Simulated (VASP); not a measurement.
Input of a VASP 6.6.1 run:

Contents of POSCAR:

```
Mo
1.0
    2.7218324500      0.0000000000      0.0000000000
   -1.3609212000      2.3571749000      0.0000000000
    0.0000000000      0.0000000000      2.5809247241
Mo
1
Direct
    0.0000000000      0.0000000000      0.5000000000
```

File INCAR.step1:

```
PREC = Accurate
ENCUT = 520
ISMEAR = -1
SIGMA = 0.1
LREAL = F
LASPH = T
NELM = 80
NBANDS = 13
GGA = PE
ALGO = Normal
EDIFF = 1E-4
LWAVE = T
LCHARG = F
```

File INCAR.step2:

```
PREC = Accurate
ENCUT = 520
EDIFF = 1E-6
ISMEAR = -1
SIGMA = 0.1
LREAL = F
LASPH = T
NELM = 80
ALGO = Normal
ISIF = 2
LWAVE = F
LCHARG = F
METAGGA = R2SCAN
LMIXTAU = T
NBANDS = 13
ISTART = 1
```

The input KPOINTS:

```
Automatic mesh
0
Gamma
  14 14 13
```

Potentials or basis: VASP PAW PBE potentials, release 64 (Mo_sv).

Run with:

```console
$ cat potpaw_PBE.64/Mo_sv/POTCAR > POTCAR
$ cp INCAR.step1 INCAR
$ mpirun -np 1 vasp_std > vasp.out
$ cp INCAR.step2 INCAR
$ mpirun -np 1 vasp_std > vasp.out
```

Problem. Predict the pressure.

Solution. 2.1 GPa.

Problem. Predict the band gap on the k mesh.

Solution. Zero (band 7 reaches 12.55 eV, above the bottom of band 8 at 10.63 eV).

Stress tensor (GPa, compression positive):
```
 5.60  0.00  0.00
 0.00  5.60  0.00
 0.00  0.00 -5.03
```

Caveat: the PAW data sets were made with another functional, which shifts forces and pressure a little.
